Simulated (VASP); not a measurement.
# Cu2B4Pd (P6/mmm) in VASP: single point with PBE

Aim: the single point of Cu2B4Pd with PBE.

All numbers are computed with VASP 6.6.1; they aren't measurements. Logs are shortened: lines on timing, memory, paths and dates and some standing lists are left out, and cuts for length are marked.

## 1. The cell of the first run

The structure is hexagonal, space group P6/mmm (No. 191). The conventional cell has a = 4.828 Å, b = 4.828 Å, c = 3.065 Å, α = 90.00°, β = 90.00°, γ = 120.00°. Cu (site symmetry -6m2) has 3 B at 1.39 Å within 1.9 Å. Within 1.9 Å of B (site symmetry mmm) lie 2 Cu at 1.39 Å. Within 2.0 Å of B (site symmetry 6/mmm) lie 2 Pd at 1.53 Å. Pd (site symmetry 6/mmm) has 2 B at 1.53 Å within 2.0 Å.

The cell was built from a structure type or drawn by symmetry, and may not be a known phase.

## 2. Single point, PBE

INCAR reads:

```
PREC = Accurate
ENCUT = 520
EDIFF = 1E-6
ISMEAR = 0
SIGMA = 0.1
LREAL = False
LASPH = True
NELM = 60
ALGO = Normal
ISIF = 2
LWAVE = False
LCHARG = False
GGA = PE
NBANDS = 31
```

KPOINTS reads:

```
regular mesh
0
Gamma
  6 6 6
```

POSCAR reads:

```
Cu2B4Pd
1.0
    4.8282005700      0.0000000000      0.0000000000
   -2.4141002800      4.1813443500      0.0000000000
    0.0000000000      0.0000000000      3.0649007800
Cu B Pd
2 4 1
Direct
    0.3333333300      0.6666666700      0.0000000000
    0.6666666700      0.3333333300      0.0000000000
    0.5000000000      0.0000000000      0.0000000000
    0.0000000000      0.5000000000      0.0000000000
    0.5000000000      0.5000000000      0.0000000000
    0.0000000000      0.0000000000      0.5000000000
    0.0000000000      0.0000000000      0.0000000000
```

Potentials or basis: VASP PAW PBE potentials, release 64 (Cu, B, Pd).

Run with:

```console
> cat potpaw_PBE.64/Cu/POTCAR potpaw_PBE.64/B/POTCAR potpaw_PBE.64/Pd/POTCAR > POTCAR
> mpirun -np 1 vasp_std > vasp.out
```

OUTCAR:

```text
PREC = Accurate
   ENCUT = 520
   EDIFF = 1E-6
   ISMEAR = 0
   LREAL = False
   LASPH = True
   NELM = 60
   ISIF = 2
   GGA = PE

 ion  position               nearest neighbor table
   1  0.333  0.667  0.000-   3 1.39   4 1.39   5 1.39   7 2.79   2 2.79   2 2.79   7 2.79   7 2.79
                             2 2.79
   2  0.667  0.333  0.000-   3 1.39   4 1.39   5 1.39   7 2.79   1 2.79   1 2.79   7 2.79   7 2.79
                             1 2.79
   3  0.500  0.000  0.000-   1 1.39   2 1.39   7 2.41   7 2.41
   4  0.000  0.500  0.000-   1 1.39   2 1.39   7 2.41   7 2.41
   5  0.500  0.500  0.000-   1 1.39   2 1.39   7 2.41   7 2.41
   6  0.000  0.000  0.500-   7 1.53   7 1.53
   7  0.000  0.000  0.000-   6 1.53   6 1.53   4 2.41   4 2.41   3 2.41   3 2.41   5 2.41   5 2.41
                             1 2.79   2 2.79   2 2.79   1 2.79   2 2.79   1 2.79

  LATTYP: Found a hexagonal cell.
 ALAT       =     4.8282005700
 C/A-ratio  =     0.6347915203

  Lattice vectors:

 A1 = (   4.8282005700,   0.0000000000,   0.0000000000)
 A2 = (  -2.4141002800,   4.1813443500,   0.0000000000)
 A3 = (   0.0000000000,   0.0000000000,   3.0649007800)

Analysis of symmetry for initial positions (statically):
=====================================================================
 Subroutine PRICEL returns:
 Original cell was already a primitive cell.

 Routine SETGRP: Setting up the symmetry group for a
 hexagonal supercell.

 Subroutine GETGRP returns: Found 24 space group operations
 (whereof 24 operations were pure point group operations)
 out of a pool of 24 trial point group operations.

The static configuration has the point symmetry D_6h.

Analysis of symmetry for dynamics (positions and initial velocities):
=====================================================================
 Subroutine PRICEL returns:
 Original cell was already a primitive cell.

 Routine SETGRP: Setting up the symmetry group for a
 hexagonal supercell.

 Subroutine GETGRP returns: Found 24 space group operations
 (whereof 24 operations were pure point group operations)
 out of a pool of 24 trial point group operations.

The dynamic configuration has the point symmetry D_6h.

 Subroutine INISYM returns: Found 24 space group operations
 (whereof 24 operations are pure point group operations),
 and found     1 'primitive' translations

----------------------------------------------------------------------------------------

                                     Primitive cell

  volume of cell :      61.8753

  direct lattice vectors                    reciprocal lattice vectors
     4.828200570  0.000000000  0.000000000     0.207116499  0.119578766  0.000000000
    -2.414100280  4.181344350  0.000000000     0.000000000  0.239157533  0.000000000
     0.000000000  0.000000000  3.064900780     0.000000000  0.000000000  0.326274836

  length of vectors
     4.828200570  4.828200569  3.064900780     0.239157533  0.239157533  0.326274836

  position of ions in fractional coordinates (direct lattice)
     0.333333330  0.666666670  0.000000000
     0.666666670  0.333333330  0.000000000
     0.500000000  0.000000000  0.000000000
     0.000000000  0.500000000  0.000000000
     0.500000000  0.500000000  0.000000000
     0.000000000  0.000000000  0.500000000
     0.000000000  0.000000000  0.000000000

  ion indices of the primitive-cell ions
   primitive index   ion index
                 1           1
                 2           2
                 3           3
                 4           4
                 5           5
                 6           6
                 7           7

----------------------------------------------------------------------------------------

 KPOINTS: regular mesh

Automatic generation of k-mesh.
 Grid dimensions read from file:
 generate k-points for:    6    6    6

 Generating k-lattice:

  Cartesian coordinates                     Fractional coordinates (reciprocal lattice)
     0.034519417  0.019929794  0.000000000     0.166666667  0.000000000  0.000000000
     0.000000000  0.039859589  0.000000000     0.000000000  0.166666667  0.000000000
     0.000000000  0.000000000  0.054379139     0.000000000  0.000000000  0.166666667

  Length of vectors
     0.039859589  0.039859589  0.054379139

  Shift w.r.t. Gamma in fractional coordinates (k-lattice)
     0.000000000  0.000000000  0.000000000

 Subroutine IBZKPT returns following result:
 ===========================================

 Found     28 irreducible k-points:

 Following reciprocal coordinates:
            Coordinates               Weight
  0.000000  0.000000  0.000000      1.000000
  0.166667  0.000000  0.000000      6.000000
  0.333333  0.000000  0.000000      6.000000
  0.500000  0.000000  0.000000      3.000000
  0.166667  0.166667  0.000000      6.000000
  0.333333  0.166667  0.000000     12.000000
[... 16 lines left out ...]
  0.166667  0.000000  0.500000      6.000000
  0.333333  0.000000  0.500000      6.000000
 [... further k-points ...]
   k-points           NKPTS =     28   k-points in BZ     NKDIM =     28   number of bands    NBANDS=     31
   number of dos      NEDOS =    301   number of ions     NIONS =      7
   total plane-waves  NPLWV =  31104
   dimension x,y,z NGX =    36 NGY =   36 NGZ =   24
   dimension x,y,z NGXF=    72 NGYF=   72 NGZF=   48
   ions per type =               2   4   1
   NGX,Y,Z   is equivalent  to a cutoff of  12.40, 12.40, 13.02 a.u.
   NGXF,Y,Z  is equivalent  to a cutoff of  24.79, 24.79, 26.04 a.u.
 SYSTEM =  unknown system
   PREC   = accura    normal or accurate (medium, high low for compatibility)
   ISTART =      0    job   : 0-new  1-cont  2-samecut
   ICHARG =      2    charge: 1-file 2-atom 10-const
   ISPIN  =      1    spin polarized calculation?
   LNONCOLLINEAR =      F non collinear calculations
   LSORBIT =      F    spin-orbit coupling
   LASPH  =      T    aspherical Exc in radial PAW
   ENCUT  =  520.0 eV  38.22 Ry    6.18 a.u.   8.98  8.98  5.70*2*pi/ulx,y,z
   NELM   =     60;   NELMIN=  2; NELMDL= -5     # of ELM steps
   EDIFF  = 0.1E-05   stopping-criterion for ELM
   LREAL  =      F    real-space projection
   EDIFFG = 0.1E-04   stopping-criterion for IOM
   NSW    =      0    number of steps for IOM
   IBRION =     -1    ionic relax: 0-MD 1-quasi-New 2-CG
   NFREE  =      0    steps in history (QN), initial steepest desc. (CG)
   ISIF   =      2    stress and relaxation
   ISYM   =      2    0-nonsym 1-usesym 2-fastsym
   POTIM  = 0.5000    time-step for ionic-motion
   TEBEG  =    0.0;   TEEND  =   0.0 temperature during run
   PSTRESS=    0.0 pullay stress
   NELECT =      44.0000    total number of electrons
   NUPDOWN=      -1.0000    fix difference up-down
   EMIN   =  10.00;   EMAX   =-10.00  energy-range for DOS
   EFERMI =   0.00;   METHOD = LEGACY
   ISMEAR =     0;   SIGMA  =   0.10  broadening in eV -4-tet -1-fermi 0-gaus
   EFERMI_NEDOS =   21; number of points for ismear=-14 and -15
   IALGO  =     38    algorithm
   IMIX   =      4    mixing-type and parameters
     AMIX     =   0.40;   BMIX     =  1.00
     AMIX_MAG =   1.60;   BMIX_MAG =  1.00
  volume/ion in A,a.u.               =       8.84        59.65
  Fermi-wavevector in a.u.,A,eV,Ry     =   1.461234  2.761332 29.051234  2.135205
  Thomas-Fermi vector in A             =   2.577590
   LORBIT       =      0    0 simple, 1 ext, 2 COOP (PROOUT), +10 PAW based schemes
   GGA     = PE    functional components
   LHFCALC =     F    Hartree Fock is set to
   AEXX    =    0.0000 exact exchange contribution
   IVDW    =     0    specifies the selected vdW correction
   LEPSILON=     F    determine dielectric tensor
   LRPA    =     F    only Hartree local field effects (RPA)
 non-spin polarized calculation
 Gauss-broadening in eV      SIGMA  =   0.10
  energy-cutoff  :      520.00
  volume of cell :       61.88
 maximum number of plane-waves:      1685
 NGX is ok and might be reduce to    36
   NGX = 17   NGY = 17   NGZ = 11

 number of electron      44.0000007 magnetization

 Free energy of the ion-electron system (eV)
  ---------------------------------------------------
  ext. energy  EPLUGINS =         0.00000000
  ---------------------------------------------------
  free energy    TOTEN  =         4.68575418 eV

  energy without entropy =        4.70426313  energy(sigma->0) =        4.69500865

 E-fermi :   9.7086     XC(G=0): -12.5022

 val. band max:        9.7014525861   @ k =   0.3333   0.0000   0.1667
 cond. band min:       9.7095152581   @ k =   0.1667   0.1667   0.3333
 fundamental gap:      0.0080626719
 Fermi energy:         9.7086370529

 k-point     1 :       0.0000    0.0000    0.0000
  band No.  band energies     occupation
      1      -4.1304      2.00000
      2      -2.2269      2.00000
      3      -1.8820      2.00000
      4      -1.8820      2.00000
      5      -0.9785      2.00000
      6      -0.9785      2.00000
[... 23 lines left out ...]
     30      18.0698      0.00000
     31      18.3895      0.00000

 k-point     2 :       0.1667    0.0000    0.0000
  band No.  band energies     occupation
      1      -3.9300      2.00000
      2      -2.2365      2.00000
      3      -1.9062      2.00000
      4      -1.8079      2.00000
      5      -1.0535      2.00000
      6      -0.9676      2.00000
[... 23 lines left out ...]
     30      17.4563      0.00000
     31      17.8265      0.00000

 k-point     3 :       0.3333    0.0000    0.0000
  band No.  band energies     occupation
      1      -3.3749      2.00000
      2      -2.2900      2.00000
      3      -1.9570      2.00000
      4      -1.5944      2.00000
      5      -1.3365      2.00000
      6      -1.0290      2.00000
[... 703 lines left out ...]
     30      14.9578      0.00000
     31      17.5037      0.00000

 k-point    24 :       0.3333    0.0000    0.5000
  band No.  band energies     occupation
      1      -2.1713      2.00000
      2      -1.8080      2.00000
      3      -1.4997      2.00000
      4      -1.4073      2.00000
      5      -0.9302      2.00000
      6      -0.8944      2.00000
[... 23 lines left out ...]
     30      16.6416      0.00000
     31      16.6827      0.00000

 [... further k-points ...]

------------------------ aborting loop because EDIFF is reached ----------------------------------------

  FORCE on cell =-STRESS in cart. coord.  units (eV):
  Direction    XX          YY          ZZ          XY          YZ          ZX
  --------------------------------------------------------------------------------------
  -------------------------------------------------------------------------------------
  Total      106.7737708    106.7737709     65.4619016      0.0000001      0.0000000      0.0000000
  in kB     2764.7604303   2764.7604327   1695.0462087      0.0000033      0.0000000      0.0000000
  external PRESSURE =    2408.1890239 kB  Pullay stress =       0.0000000 kB

 VOLUME and BASIS-vectors are now :
 -----------------------------------------------------------------------------
  energy-cutoff  :      520.00
  volume of cell :       61.88
      direct lattice vectors                 reciprocal lattice vectors
     4.828200570  0.000000000  0.000000000     0.207116499  0.119578766  0.000000000
    -2.414100280  4.181344350  0.000000000     0.000000000  0.239157533  0.000000000
     0.000000000  0.000000000  3.064900780     0.000000000  0.000000000  0.326274836

 POSITION                                       TOTAL-FORCE (eV/Angst)
 -----------------------------------------------------------------------------------
     -0.00000      2.78756      0.00000         0.000000     -0.000000      0.000000
      2.41410      1.39378      0.00000        -0.000000      0.000000     -0.000000
      2.41410      0.00000      0.00000         0.000000      0.000000      0.000000
     -1.20705      2.09067      0.00000         0.000000      0.000000      0.000000
      1.20705      2.09067      0.00000         0.000000      0.000000      0.000000
      0.00000      0.00000      1.53245         0.000000      0.000000      0.000000
      0.00000      0.00000      0.00000         0.000000      0.000000      0.000000
 -----------------------------------------------------------------------------------
    total drift:                                0.000000      0.000000     -0.000000

  FREE ENERGIE OF THE ION-ELECTRON SYSTEM (eV)
  ---------------------------------------------------
  free  energy   TOTEN  =         4.6857541778 eV

  energy  without entropy=        4.7042631292  energy(sigma->0) =        4.69500865
```

Wall time 90 s (1 thread of Intel Xeon 8259CL, shared host); peak memory 0.21 GiB.

What came out:

```yaml
Free_energy: 4.6858 eV
Pressure: 240.8 GPa
Band_gap_on_the_k_mesh: zero (bands 22 and 23 overlap by 2.34 eV)
```

Caveat: atoms lie so close that the PAW spheres overlap strongly, which falsifies energies and pressures; the cell stands under pressure.
